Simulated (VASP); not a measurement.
Fe: single point with PBE

Crystal: Fe.

```
Fe
1.0
     0.00000    1.94174    1.96511
     1.49844    0.00000    1.96511
     1.49844    1.94174    0.00000
Fe
1
Direct
  0.00000 0.00000 0.00000
```

```yaml
Program: VASP 6.6.1
Task: single point
Functional: PBE
Potentials_or_basis: VASP PAW PBE potentials, release 64 (Fe)
Cutoff: 520 eV
k_mesh: 13 × 13 × 13
Occupations: gaussian, width 0.021 eV
Spin: collinear spin, ferromagnetic start
Starting_moments: "[3.0] μB"
Dipole_correction: no
Further_INCAR_settings: ALGO = Fast; EDIFF = 1e-07; NBANDS = 14
```

```
Pressure                                              : -1.2 GPa
Net moment                                            : 2.19 μB per cell
Site moments                                          : Fe +2.19 μB
Valence electrons inside the program's atomic spheres : Fe 7.26
```

Stress tensor (GPa, compression positive):
```
-6.31  0.00  0.00
 0.00  1.73  0.00
 0.00  0.00  1.10
```

Levels at points of the mesh, in eV from the Fermi level:
Spin up:
| k point | band 2 | band 3 | band 4 | band 5 | band 6 | band 7 | band 8 | band 9 |
| --- | --- | --- | --- | --- | --- | --- | --- | --- |
| (0.00, 0.00, 0.00) | -2.45 | -2.37 | -2.04 | -1.35 | -0.97 | 23.85 | 25.33 | 25.59 |
Spin down:
```csv
k point,band 1,band 2,band 3,band 4,band 5,band 6
"(0.00, 0.00, 0.00)",-8.26,-0.64,-0.48,0.01,1.28,1.89
```

It took 92 s on 1 thread of Intel Xeon 8259CL (shared host), peak memory 0.2 GiB.
